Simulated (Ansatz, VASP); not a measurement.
## One calculation of BN, two programs

```
B N
1.0
     2.56659    0.00000    0.00000
    -1.28330    2.22273    0.00000
     0.00000    0.00000    6.32814
B N
2 2
Direct
  0.33333 0.66667 0.25000
  0.66667 0.33333 0.75000
  0.33333 0.66667 0.75000
  0.66667 0.33333 0.25000
```

Change from the starting cell: strain +0.025 along x and y, -0.050 along z, atoms carried along.

Alike in both runs: task single point; functional r2SCAN; k mesh 12 × 12 × 4; occupations gaussian, width 0.05 eV; no spin polarisation.

|  | VASP | Ansatz |
| --- | --- | --- |
| version | VASP 6.6.1 | Ansatz 0.2.0 |
| potentials or method | VASP PAW PBE potentials, release 64 (B, N), cutoff 520 eV | scalar-relativistic, plane waves, PAW |
| valence electrons in the cell | 16 | 16 |

|  | VASP | Ansatz | Ansatz less VASP |
| --- | --- | --- | --- |
| gap on the k mesh at the Fermi level (eV) | 4.64 | 4.61 | -0.036 |
| least direct gap on the mesh (eV) | 4.95 | 4.92 | -0.034 |
| pressure (GPa) | -16.6 | -17.0 | -0.36 |
| traceless stress, the component that is largest in VASP (GPa) | 19.06 | 19.69 | +0.625 |

VASP's potentials were made for PBE, not for r2SCAN. With one functional, cell and mesh, what is left measures potentials, basis and numerics.
